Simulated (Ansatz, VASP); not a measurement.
# Two plane-wave programs on GePt

```
Ge Pt
1.0
     2.80587    0.00000    0.00000
    -1.40293    2.42995    0.00000
     0.00000    0.00000    5.08903
Ge Pt
1 1
Cartesian
  0.0000 0.0000 0.0000
  0.0000 0.0000 2.5445
```

Alike in both runs: functional PBE; k mesh 24 × 24 × 12; occupations gaussian, width 0.1 eV; no spin polarisation.

Ansatz relaxed the structure, and its values are those at the end. VASP's run is a single point on that final structure, the one shown.

```csv
,VASP,Ansatz
version,VASP 6.6.1,Ansatz 0.2.0
potentials or method,"VASP PAW PBE potentials, release 64 (Ge_d, Pt), cutoff 520 eV","scalar-relativistic, plane waves, PAW"
valence electrons in the cell,24,32
```

```csv
,VASP,Ansatz,Ansatz less VASP
gap on the k mesh at the Fermi level (eV),none,none,-
pressure (GPa),0.0,0.0,-0.04
```

A gap of «none» marks a metal or a gap that the smearing closes. VASP's potentials hold 24 valence electrons a cell and Ansatz's 32, so a difference there can come from the potentials and not from the codes.

Neither program's run includes spin-orbit coupling.
